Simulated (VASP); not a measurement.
# CdS (F-43m) in VASP: a series of runs

The runs below take CdS through single point, with PBE.

Everything below comes from runs of VASP 6.6.1. Logs are shortened: lines on timing, memory, paths and dates and some standing lists are left out, and cuts for length are marked.

### Step 1. The cell of the first run

Symmetry: F-43m, No. 216, cubic system. The conventional cell has a = 5.878 Å, b = 5.878 Å, c = 5.878 Å, α = 90.00°, β = 90.00°, γ = 90.00°. Cd (site symmetry -43m) has 4 S at 2.55 Å within 3.4 Å. S (site symmetry -43m) has 4 Cd at 2.55 Å within 3.4 Å.

### Step 2. Single point, PBE

File INCAR:

```
PREC = Accurate
ENCUT = 520
EDIFF = 1E-6
ISMEAR = 0
SIGMA = 0.01
LREAL = F
LASPH = T
NELM = 80
ALGO = Normal
ISIF = 2
LWAVE = F
LCHARG = T
GGA = PE
LELF = T
LVHAR = T
NBANDS = 16
```

File KPOINTS:

```
Automatic mesh
0
Gamma
  6 6 6
```

File POSCAR:

```
CdS
1.0
    0.0000000000      2.9392148400      2.9392148400
    2.9392148400      0.0000000000      2.9392148400
    2.9392148400      2.9392148400      0.0000000000
Cd S
1 1
Direct
    0.0000000000      0.0000000000      0.0000000000
    0.2500000000      0.2500000000      0.2500000000
```

Potentials or basis: VASP PAW PBE potentials, release 64 (Cd, S).

Command:

```bash
> cat potpaw_PBE.64/Cd/POTCAR potpaw_PBE.64/S/POTCAR > POTCAR
> mpirun -np 1 vasp_std > vasp.out
```

OUTCAR:

```text
PREC = Accurate
   ENCUT = 520
   EDIFF = 1E-6
   ISMEAR = 0
   LREAL = F
   LASPH = T
   NELM = 80
   ISIF = 2
   GGA = PE

 ion  position               nearest neighbor table
   1  0.000  0.000  0.000-   2 2.55   2 2.55   2 2.55   2 2.55
   2  0.250  0.250  0.250-   1 2.55   1 2.55   1 2.55   1 2.55

  LATTYP: Found a face centered cubic cell.
 ALAT       =     5.8784296800

  Lattice vectors:

 A1 = (   0.0000000000,   2.9392148400,   2.9392148400)
 A2 = (   2.9392148400,   0.0000000000,   2.9392148400)
 A3 = (   2.9392148400,   2.9392148400,   0.0000000000)

Analysis of symmetry for initial positions (statically):
=====================================================================
 Subroutine PRICEL returns:
 Original cell was already a primitive cell.

 Routine SETGRP: Setting up the symmetry group for a
 face centered cubic supercell.

 Subroutine GETGRP returns: Found 24 space group operations
 (whereof 24 operations were pure point group operations)
 out of a pool of 48 trial point group operations.

The static configuration has the point symmetry T_d .

Analysis of symmetry for dynamics (positions and initial velocities):
=====================================================================
 Subroutine PRICEL returns:
 Original cell was already a primitive cell.

 Routine SETGRP: Setting up the symmetry group for a
 face centered cubic supercell.

 Subroutine GETGRP returns: Found 24 space group operations
 (whereof 24 operations were pure point group operations)
 out of a pool of 48 trial point group operations.

The dynamic configuration has the point symmetry T_d .

 Subroutine INISYM returns: Found 24 space group operations
 (whereof 24 operations are pure point group operations),
 and found     1 'primitive' translations

----------------------------------------------------------------------------------------

                                     Primitive cell

  volume of cell :      50.7837

  direct lattice vectors                    reciprocal lattice vectors
     0.000000000  2.939214840  2.939214840    -0.170113458  0.170113458  0.170113458
     2.939214840  0.000000000  2.939214840     0.170113458 -0.170113458  0.170113458
     2.939214840  2.939214840  0.000000000     0.170113458  0.170113458 -0.170113458

  length of vectors
     4.156677489  4.156677489  4.156677489     0.294645152  0.294645152  0.294645152

  position of ions in fractional coordinates (direct lattice)
     0.000000000  0.000000000  0.000000000
     0.250000000  0.250000000  0.250000000

  ion indices of the primitive-cell ions
   primitive index   ion index
                 1           1
                 2           2

----------------------------------------------------------------------------------------

 KPOINTS: Automatic mesh

Automatic generation of k-mesh.
 Grid dimensions read from file:
 generate k-points for:    6    6    6

 Generating k-lattice:

  Cartesian coordinates                     Fractional coordinates (reciprocal lattice)
    -0.028352243  0.028352243  0.028352243     0.166666667  0.000000000  0.000000000
     0.028352243 -0.028352243  0.028352243     0.000000000  0.166666667  0.000000000
     0.028352243  0.028352243 -0.028352243     0.000000000  0.000000000  0.166666667

  Length of vectors
     0.049107525  0.049107525  0.049107525

  Shift w.r.t. Gamma in fractional coordinates (k-lattice)
     0.000000000  0.000000000  0.000000000

 Subroutine IBZKPT returns following result:
 ===========================================

 Found     16 irreducible k-points:

 Following reciprocal coordinates:
            Coordinates               Weight
  0.000000  0.000000  0.000000      1.000000
  0.166667  0.000000  0.000000      8.000000
  0.333333  0.000000  0.000000      8.000000
  0.500000  0.000000  0.000000      4.000000
  0.166667  0.166667  0.000000      6.000000
  0.333333  0.166667  0.000000     24.000000
[... 8 lines left out ...]
 -0.333333  0.333333  0.166667     24.000000
 -0.333333  0.500000  0.166667     12.000000
   k-points           NKPTS =     16   k-points in BZ     NKDIM =     16   number of bands    NBANDS=     16
   number of dos      NEDOS =    301   number of ions     NIONS =      2
   total plane-waves  NPLWV =  32768
   dimension x,y,z NGX =    32 NGY =   32 NGZ =   32
   dimension x,y,z NGXF=    64 NGYF=   64 NGZF=   64
   ions per type =               1   1
   NGX,Y,Z   is equivalent  to a cutoff of  12.80, 12.80, 12.80 a.u.
   NGXF,Y,Z  is equivalent  to a cutoff of  25.60, 25.60, 25.60 a.u.
 SYSTEM =  unknown system
   PREC   = accura    normal or accurate (medium, high low for compatibility)
   ISTART =      0    job   : 0-new  1-cont  2-samecut
   ICHARG =      2    charge: 1-file 2-atom 10-const
   ISPIN  =      1    spin polarized calculation?
   LNONCOLLINEAR =      F non collinear calculations
   LSORBIT =      F    spin-orbit coupling
   LASPH  =      T    aspherical Exc in radial PAW
   ENCUT  =  520.0 eV  38.22 Ry    6.18 a.u.   7.73  7.73  7.73*2*pi/ulx,y,z
   NELM   =     80;   NELMIN=  2; NELMDL= -5     # of ELM steps
   EDIFF  = 0.1E-05   stopping-criterion for ELM
   LREAL  =      F    real-space projection
   EDIFFG = 0.1E-04   stopping-criterion for IOM
   NSW    =      0    number of steps for IOM
   IBRION =     -1    ionic relax: 0-MD 1-quasi-New 2-CG
   NFREE  =      0    steps in history (QN), initial steepest desc. (CG)
   ISIF   =      2    stress and relaxation
   ISYM   =      2    0-nonsym 1-usesym 2-fastsym
   POTIM  = 0.5000    time-step for ionic-motion
   TEBEG  =    0.0;   TEEND  =   0.0 temperature during run
   PSTRESS=    0.0 pullay stress
   NELECT =      18.0000    total number of electrons
   NUPDOWN=      -1.0000    fix difference up-down
   EMIN   =  10.00;   EMAX   =-10.00  energy-range for DOS
   EFERMI =   0.00;   METHOD = LEGACY
   ISMEAR =     0;   SIGMA  =   0.01  broadening in eV -4-tet -1-fermi 0-gaus
   EFERMI_NEDOS =   21; number of points for ismear=-14 and -15
   IALGO  =     38    algorithm
   IMIX   =      4    mixing-type and parameters
     AMIX     =   0.40;   BMIX     =  1.00
     AMIX_MAG =   1.60;   BMIX_MAG =  1.00
  volume/ion in A,a.u.               =      25.39       171.35
  Fermi-wavevector in a.u.,A,eV,Ry     =   1.158575  2.189390 18.263062  1.342297
  Thomas-Fermi vector in A             =   2.295176
   LORBIT       =      0    0 simple, 1 ext, 2 COOP (PROOUT), +10 PAW based schemes
   GGA     = PE    functional components
   LHFCALC =     F    Hartree Fock is set to
   AEXX    =    0.0000 exact exchange contribution
   IVDW    =     0    specifies the selected vdW correction
   LEPSILON=     F    determine dielectric tensor
   LRPA    =     F    only Hartree local field effects (RPA)
 non-spin polarized calculation
 Gauss-broadening in eV      SIGMA  =   0.01
  energy-cutoff  :      520.00
  volume of cell :       50.78
 maximum number of plane-waves:      1381
   NGX = 15   NGY = 15   NGZ = 15

 number of electron      18.0000005 magnetization

 Free energy of the ion-electron system (eV)
  ---------------------------------------------------
  ext. energy  EPLUGINS =         0.00000000
  ---------------------------------------------------
  free energy    TOTEN  =        -6.13712440 eV

  energy without entropy =       -6.13712440  energy(sigma->0) =       -6.13712440

 E-fermi :   1.1721     XC(G=0):  -9.0402

 val. band max:        1.1198029690   @ k =   0.0000   0.0000   0.0000
 cond. band min:       2.2169980419   @ k =   0.0000   0.0000   0.0000
 fundamental gap:      1.0971950729
 Fermi energy:         1.1721097010

 k-point     1 :       0.0000    0.0000    0.0000
  band No.  band energies     occupation
      1     -11.1095      2.00000
      2      -6.5289      2.00000
      3      -6.5289      2.00000
      4      -6.5289      2.00000
      5      -6.0805      2.00000
      6      -6.0805      2.00000
[... 8 lines left out ...]
     15      12.5635      0.00000
     16      12.5635      0.00000

 k-point     2 :       0.1667    0.0000    0.0000
  band No.  band energies     occupation
      1     -11.0086      2.00000
      2      -6.4934      2.00000
      3      -6.4934      2.00000
      4      -6.4312      2.00000
      5      -6.0811      2.00000
      6      -6.0811      2.00000
[... 8 lines left out ...]
     15      11.7904      0.00000
     16      12.8933      0.00000

 k-point     3 :       0.3333    0.0000    0.0000
  band No.  band energies     occupation
      1     -10.8061      2.00000
      2      -6.4356      2.00000
      3      -6.4356      2.00000
      4      -6.0773      2.00000
      5      -6.0647      2.00000
      6      -6.0647      2.00000
[... 8 lines left out ...]
     15      12.1968      0.00000
     16      12.1968      0.00000

 k-point     4 :       0.5000    0.0000    0.0000
  band No.  band energies     occupation
      1     -10.7056      2.00000
      2      -6.4157      2.00000
      3      -6.4157      2.00000
      4      -6.0451      2.00000
      5      -6.0451      2.00000
      6      -5.7204      2.00000
[... 8 lines left out ...]
     15      13.6166      0.00000
     16      13.6166      0.00000
[... 172 lines left out ...]
 k-point    14 :       0.5000    0.3333    0.1667
  band No.  band energies     occupation
      1     -10.6770      2.00000
      2      -6.3511      2.00000
      3      -6.3427      2.00000
      4      -6.1680      2.00000
      5      -6.0431      2.00000
      6      -5.7990      2.00000
[... 8 lines left out ...]
     15      14.0363      0.00000
     16      14.2708      0.00000

 k-point    15 :      -0.3333    0.3333    0.1667
  band No.  band energies     occupation
      1     -10.6132      2.00000
      2      -6.3467      2.00000
      3      -6.3071      2.00000
      4      -6.1178      2.00000
      5      -6.0627      2.00000
      6      -5.5551      2.00000
[... 8 lines left out ...]
     15      13.5282      0.00000
     16      14.3616      0.00000

 k-point    16 :      -0.3333    0.5000    0.1667
  band No.  band energies     occupation
      1     -10.5820      2.00000
      2      -6.3110      2.00000
      3      -6.2740      2.00000
      4      -6.1524      2.00000
      5      -6.0407      2.00000
      6      -5.5267      2.00000
[... 8 lines left out ...]
     15      14.2499      0.00000
     16      14.3559      0.00000

------------------------ aborting loop because EDIFF is reached ----------------------------------------

  FORCE on cell =-STRESS in cart. coord.  units (eV):
  Direction    XX          YY          ZZ          XY          YZ          ZX
  --------------------------------------------------------------------------------------
  -------------------------------------------------------------------------------------
  Total        0.5437241      0.5437241      0.5437241     -0.0000000      0.0000000      0.0000000
  in kB       17.1539919     17.1539919     17.1539919     -0.0000000      0.0000000      0.0000000
  external PRESSURE =      17.1539919 kB  Pullay stress =       0.0000000 kB

 VOLUME and BASIS-vectors are now :
 -----------------------------------------------------------------------------
  energy-cutoff  :      520.00
  volume of cell :       50.78
      direct lattice vectors                 reciprocal lattice vectors
     0.000000000  2.939214840  2.939214840    -0.170113458  0.170113458  0.170113458
     2.939214840  0.000000000  2.939214840     0.170113458 -0.170113458  0.170113458
     2.939214840  2.939214840  0.000000000     0.170113458  0.170113458 -0.170113458

 POSITION                                       TOTAL-FORCE (eV/Angst)
 -----------------------------------------------------------------------------------
      0.00000      0.00000      0.00000         0.000000      0.000000      0.000000
      1.46961      1.46961      1.46961        -0.000000     -0.000000     -0.000000
 -----------------------------------------------------------------------------------
    total drift:                               -0.000000     -0.000000     -0.000000

  FREE ENERGIE OF THE ION-ELECTRON SYSTEM (eV)
  ---------------------------------------------------
  free  energy   TOTEN  =        -6.1371243954 eV

  energy  without entropy=       -6.1371243954  energy(sigma->0) =       -6.13712440
```

Run time: 6.7 s. Hardware: 1 thread of Intel Xeon 6975P-C (Granite Rapids), shared host; peak memory 0.18 GiB.

Results:

```yaml
Free_energy: -6.1371 eV
Pressure: 1.7 GPa
Band_gap_on_the_k_mesh: 1.10 eV, direct
```

Levels at points of the mesh, in eV from the valence-band top:
| k point | band 6 | band 7 | band 8 | band 9 | band 10 | band 11 | band 12 | band 13 |
| --- | --- | --- | --- | --- | --- | --- | --- | --- |
| (0.00, 0.00, 0.00) | -7.20 | 0.00 | 0.00 | 0.00 | 1.10 | 6.55 | 6.55 | 6.55 |
| (0.50, 0.00, 0.00) | -6.84 | -4.26 | -0.72 | -0.72 | 2.98 | 7.01 | 7.01 | 7.41 |
| (0.50, 0.50, 0.00) | -6.78 | -3.85 | -1.80 | -1.80 | 3.59 | 4.32 | 9.14 | 10.64 |

### Step 3. Single point, PBE

File INCAR:

```
SYSTEM = CdS
PREC     = Accurate       ! precision mode
ENCUT    = 520            ! plane-wave cutoff, eV
EDIFF    = 1E-6           ! SCF threshold, eV
ISMEAR   = 0              ! smearing method
SIGMA    = 0.01           ! smearing width, eV
LREAL    = .FALSE.        ! projectors in reciprocal space
LASPH    = .TRUE.         ! aspherical terms in the spheres
NELM     = 80             ! most SCF steps
ALGO     = Normal         ! electronic algorithm
ISIF     = 2              ! what is computed and relaxed
LWAVE    = .FALSE.        ! write WAVECAR
LCHARG   = .FALSE.        ! write CHGCAR
GGA      = PE             ! functional
NBANDS   = 16             ! bands
```

File KPOINTS:

```
Automatic mesh
0
G
  6 6 6
  0 0 0
```

POSCAR is that of step 2.

Potentials or basis: VASP PAW PBE potentials, release 64 (Cd, S).

Command:

```bash
> cat potpaw_PBE.64/Cd/POTCAR potpaw_PBE.64/S/POTCAR > POTCAR
> mpirun -np 1 vasp_std > vasp.out
```

It took 7.1 s on 1 thread of Intel Xeon 6975P-C (Granite Rapids), shared host; peak memory 0.18 GiB.

It converged, with:

```yaml
Free_energy: -6.1371 eV
Pressure: 1.7 GPa
Band_gap_on_the_k_mesh: 1.10 eV, direct
```

Levels at points of the mesh, in eV from the valence-band top:
```csv
k point,band 7,band 8,band 9,band 10,band 11,band 12
"(0.00, 0.00, 0.00)",0.00,0.00,0.00,1.10,6.55,6.55
"(0.50, 0.00, 0.00)",-4.26,-0.72,-0.72,2.98,7.01,7.01
"(0.50, 0.50, 0.00)",-3.85,-1.80,-1.80,3.59,4.32,9.14
```

### Step 4. Single point, PBE

File INCAR:

```
PREC     = Accurate       # precision mode
ENCUT    = 520            # plane-wave cutoff, eV
EDIFF    = 1E-6           # SCF threshold, eV
ISMEAR   = 0              # smearing method
SIGMA    = 0.5            # smearing width, eV
LREAL    = F              # projectors in reciprocal space
LASPH    = T              # aspherical terms in the spheres
NELM     = 60             # most SCF steps
ALGO     = Normal         # electronic algorithm
ISIF     = 2              # what is computed and relaxed
LWAVE    = F              # write WAVECAR
LCHARG   = F              # write CHGCAR
GGA      = PE             # functional
NBANDS   = 16             # bands
```

File KPOINTS:

```
Automatic mesh
0
Gamma
  6 6 6
```

POSCAR is that of step 3.

Command:

```bash
> cat potpaw_PBE.64/Cd/POTCAR potpaw_PBE.64/S/POTCAR > POTCAR
> mpirun -np 1 vasp_std > vasp.out
```

Wall time 7.1 s (1 thread of Intel Xeon 6975P-C (Granite Rapids), shared host); peak memory 0.17 GiB.

The run converged. Its results:

* Free energy: -6.1375 eV
* Pressure: 1.7 GPa
* Band gap on the k mesh: 1.10 eV, direct

Levels at points of the mesh, in eV from the valence-band top:
```csv
k point,band 6,band 7,band 8,band 9,band 10,band 11,band 12,band 13
"(0.00, 0.00, 0.00)",-7.20,0.00,0.00,0.00,1.10,6.55,6.55,6.55
"(0.50, 0.00, 0.00)",-6.84,-4.26,-0.72,-0.72,2.98,7.01,7.01,7.41
"(0.50, 0.50, 0.00)",-6.78,-3.85,-1.80,-1.80,3.59,4.32,9.14,10.64
```

### Step 5. Single point, PBE

File INCAR:

```
SYSTEM = CdS
ALGO     = Normal         ! electronic algorithm
EDIFF    = 1E-6           ! SCF threshold, eV
ENCUT    = 520            ! plane-wave cutoff, eV
GGA      = PE             ! functional
ISIF     = 2              ! what is computed and relaxed
ISMEAR   = 1              ! smearing method
LASPH    = .True.         ! aspherical terms in the spheres
LCHARG   = .False.        ! write CHGCAR
LREAL    = .False.        ! projectors in reciprocal space
LWAVE    = .False.        ! write WAVECAR
NBANDS   = 16             ! bands
NELM     = 60             ! most SCF steps
PREC     = Accurate       ! precision mode
SIGMA    = 0.05           ! smearing width, eV
```

File KPOINTS:

```
k-points
0
Gamma
  6 6 6
  0 0 0
```

POSCAR is that of step 4.

Command:

```bash
> cat potpaw_PBE.64/Cd/POTCAR potpaw_PBE.64/S/POTCAR > POTCAR
> mpirun -np 1 vasp_std > vasp.out
```

Run time: 8.2 s. Hardware: 1 thread of Intel Xeon 6975P-C (Granite Rapids), shared host; peak memory 0.18 GiB.

It converged, with:

| Item | Value |
| --- | --- |
| Free energy | -6.1371 eV |
| Pressure | 1.7 GPa |
| Band gap on the k mesh | 1.10 eV, direct |

Levels at points of the mesh, in eV from the valence-band top:
```csv
k point,band 7,band 8,band 9,band 10,band 11,band 12
"(0.00, 0.00, 0.00)",0.00,0.00,0.00,1.10,6.55,6.55
"(0.50, 0.00, 0.00)",-4.26,-0.72,-0.72,2.98,7.01,7.01
"(0.50, 0.50, 0.00)",-3.85,-1.80,-1.80,3.59,4.32,9.14
```

### Step 6. Overview

```csv
smearing,gap on the mesh (eV),pressure (GPa)
gaussian 0.01 eV,1.10,1.7
gaussian 0.5 eV,1.10,1.7
methfessel-paxton 0.05 eV,1.10,1.7
```

Alike in all rows: task single point; level PBE; potentials or basis VASP PAW PBE potentials, release 64 (Cd, S); no spin polarisation; cell as given; k mesh 6 × 6 × 6; cutoff (eV) 520.

On the cell as given the gap runs from 1.10 eV (PBE) to 1.10 eV (PBE).

Absolute energies hang on the potentials; compare differences alone.
